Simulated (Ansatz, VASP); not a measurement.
Two plane-wave programs on As2H

```
CELL_PARAMETERS angstrom
3.57134 0.00000 0.00000
-1.78567 3.09287 0.00000
0.00000 0.00000 18.39764
ATOMIC_POSITIONS crystal
As 0.33333 0.66667 0.29339
As 0.66667 0.33333 0.21742
H 0.50000 0.66667 0.38307
```

Alike in both runs: task single point; functional PBE; dispersion D3(BJ); k mesh 9 × 9 × 1; occupations gaussian, width 0.05 eV; collinear spin.

```csv
,VASP,Ansatz
version,VASP 6.6.1,Ansatz 0.2.0
potentials or method,"VASP PAW PBE potentials, release 64 (As, H), cutoff 520 eV","scalar-relativistic, plane waves, PAW"
valence electrons in the cell,11,31
```

```csv
,VASP,Ansatz,Ansatz less VASP
gap on the k mesh at the Fermi level (eV),none,none,-
rms of the force components (eV/Å),0.646,0.638,-0.0076
net moment per atom (μB),0.00,0.00,0.000
```

Atom by atom the forces differ by 0.026 eV/Å (rms over components). A gap of «none» marks a metal or a gap that the smearing closes. VASP's potentials hold 11 valence electrons a cell and Ansatz's 31, so a difference there can come from the potentials and not from the codes. Ansatz's warnings: seeded moment not kept, stability check not made.
